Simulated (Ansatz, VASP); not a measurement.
## AlN in VASP and in Ansatz

INCAR

```
ALGO = Normal
EDIFF = 1E-6
ENCUT = 520
GGA = PE
ISIF = 2
ISMEAR = 0
LASPH = True
LCHARG = False
LREAL = False
LWAVE = False
NBANDS = 11
NELM = 80
PREC = Accurate
SIGMA = 0.05
```

File KPOINTS:

```
k-points
0
Gamma
  10 10 10
```

POSCAR

```
AlN
1.0
    0.0000000000      2.1462274258      2.1462274258
    2.1462274258      0.0000000000      2.1462274258
    2.1462274258      2.1462274258      0.0000000000
Al N
1 1
Direct
   -0.0022875944      0.0022875944      0.0022875944
    0.7544065694      0.7455934306      0.7455934306
```

Input for Ansatz:

```yaml
crystal:
  lattice:
    - [0.0, 2.1462274258, 2.1462274258]
    - [2.1462274258, 0.0, 2.1462274258]
    - [2.1462274258, 2.1462274258, 0.0]
  atoms:
    - { symbol: Al, position: [-0.0022875944, 0.0022875944, 0.0022875944] }
    - { symbol: "N", position: [0.7544065694, 0.7455934306, 0.7455934306] }
basis:
  ecutwfc: 520.0
kpoints:
  mp_grid: { grid: [10, 10, 10] }
hamiltonian:
  xc: pbe
  pseudopotentials: { kind: paw, azcp: { folder: soft_1 } }
scf:
  occupations: { method: gaussian, width: 0.05 }
output:
  forces: true
  stress: true
  eigenvalues: true
```

Change from the starting cell: mode 4 frozen in at -0.019 Å, equal normal strain along x, y and z -0.0250.

Alike in both runs: task single point; functional PBE; k mesh 10 × 10 × 10; occupations gaussian, width 0.05 eV; no spin polarisation.

|  | VASP | Ansatz |
| --- | --- | --- |
| version | VASP 6.6.1 | Ansatz 0.2.0 |
| potentials or method | VASP PAW PBE potentials, release 64 (Al, N), cutoff 520 eV | scalar-relativistic, plane waves, PAW |
| valence electrons in the cell | 8 | 8 |

|  | VASP | Ansatz | Ansatz less VASP |
| --- | --- | --- | --- |
| gap on the k mesh at the Fermi level (eV) | 3.27 | 3.27 | +0.008 |
| least direct gap on the mesh (eV) | 4.59 | 4.58 | -0.012 |
| pressure (GPa) | 17.0 | 17.1 | +0.16 |
| traceless stress, the component that is largest in VASP (GPa) | -2.87 | -2.86 | +0.012 |
| rms of the force components (eV/Å) | 0.282 | 0.282 | -0.0007 |

Atom by atom the forces differ by 0.001 eV/Å (rms over components). The functional is the same, so the differences come from potentials, cutoffs and numerics.
